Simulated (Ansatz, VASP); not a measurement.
H2CCl2 in VASP and in Ansatz

```
CELL_PARAMETERS angstrom
14.00000 0.00000 0.00000
0.00000 14.50000 0.00000
0.00000 0.00000 15.00000
ATOMIC_POSITIONS crystal
Cl 0.39335 0.55810 0.49412
Cl 0.60528 0.55412 0.49369
C 0.49796 0.48852 0.49757
H 0.49734 0.44992 0.56006
H 0.49692 0.44295 0.43964
```

Alike in both runs: functional PBE; dispersion D3(BJ); k mesh 1 × 1 × 1; occupations gaussian, width 0.005 eV; no spin polarisation.

Ansatz relaxed the structure, and its values are those at the end. VASP's run is a single point on that final structure, the one shown.

```csv
,VASP,Ansatz
version,VASP 6.6.1,Ansatz 0.2.0
potentials or method,"VASP PAW PBE potentials, release 64 (Cl, C, H), cutoff 520 eV","scalar-relativistic, plane waves, PAW"
valence electrons in the cell,20,20
```

Ansatz gave:

| Property | Result |
| --- | --- |
| gap on the k mesh at the Fermi level (eV) | 5.76 |
| rms of the force components (eV/Å) | 0.001 |

Estimate VASP's values.

gap on the k mesh at the Fermi level (eV): 5.81; rms of the force components (eV/Å): 0.049.
